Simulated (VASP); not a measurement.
Write the native input for VASP 6.6.1 that does the following.

* Task: single point
* Functional: PBE
* Potentials or basis: VASP PAW PBE potentials, release 64 (Na_pv)
* Cutoff: 520 eV
* k mesh: 12 × 12 × 12
* Occupations: fermi-dirac, width 0.05 eV
* Spin: no spin polarisation
* Dipole correction: no
* Further INCAR settings: ALGO = Normal; EDIFF = 1e-06; NBANDS = 10

The structure of Na lies in POSCAR:

```
Na
1.0
   -2.0539750000      2.0539750000      2.1175000000
    2.0539750000     -2.0539750000      2.1175000000
    2.0539750000      2.0539750000     -2.1175000000
Na
1
Direct
    0.0000000000      0.0000000000      0.0000000000
```

This cell differs from its parent crystal: x and y stretched by -3 %, z held.

These files were run (other wordings do the same):

INCAR

```
SYSTEM = Na
ALGO = Normal ; EDIFF = 1E-6
ENCUT = 520 ; GGA = PE
ISIF = 2 ; ISMEAR = -1
LASPH = .True. ; LCHARG = .False.
LREAL = .False. ; LWAVE = .False.
NBANDS = 10 ; NELM = 80
PREC = Accurate ; SIGMA = 0.05
```

KPOINTS

```
k-points
0
Gamma
  12 12 12
  0 0 0
```

Potentials or basis: VASP PAW PBE potentials, release 64 (Na_pv).

The run is started by

```console
$ cat potpaw_PBE.64/Na_pv/POTCAR > POTCAR
$ mpirun -np 1 vasp_std > vasp.out
```

Results of the run:

| Item | Value |
| --- | --- |
| Pressure | 0.3 GPa |

Caveat: the cell differs from its parent crystal (x and y stretched by -3 %, z held).

Run time: 46 s on 1 thread of Intel(R) Xeon(R) Platinum 8259CL CPU @ 2.50GHz (Skylake/Cascade Lake), on a shared host, peak memory 0.17 GiB.
